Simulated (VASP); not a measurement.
Crystal: TeMo2.

```
Te Mo
1.0
     0.00000    3.24701    3.24701
     3.24701    0.00000    3.24701
     3.24701    3.24701    0.00000
Te Mo
1 2
Direct
  0.00000 0.00000 0.00000
  0.25000 0.25000 0.25000
  0.75000 0.75000 0.75000
```

The cell was built from a structure type or drawn by symmetry, and may not be a known phase.

- Program: VASP 6.6.1
- Task: relaxation of cell and atoms
- Functional: PBE
- Potentials or basis: VASP PAW PBE potentials, release 64 (Te, Mo_sv)
- Cutoff: 500 eV
- k mesh: 5 × 5 × 5
- Occupations: gaussian, width 0.2 eV
- Spin: no spin polarisation

At the start: pressure -13.9 GPa; volume 22.82 Å³/atom.

Question: How do energy, volume and symmetry change on relaxing?

Answer: Over 4 steps the energy falls by 126.1 meV/atom and the volume is 20.27 Å³/atom (-11.2 %); space group Fm-3m (No. 225, to 0.1 Å) before and after.

Step by step:
| step | energy change (eV) | largest force (eV/Å) | pressure (GPa) | volume (Å³) |
| --- | --- | --- | --- | --- |
| 1 | 0.0000 | 0.0000 | -13.89 | 68.47 |
| 2 | 0.7407 | 0.0000 | 42.23 | 50.67 |
| 3 | -0.3772 | 0.0000 | -0.94 | 61.09 |
| 4 | -0.3783 | 0.0000 | -0.22 | 60.80 |

Final structure:
```
CELL_PARAMETERS angstrom
0.00000 3.12094 3.12094
3.12094 0.00000 3.12094
3.12094 3.12094 0.00000
ATOMIC_POSITIONS crystal
Te 0.00000 0.00000 0.00000
Mo 0.25000 0.25000 0.25000
Mo 0.75000 0.75000 0.75000
```
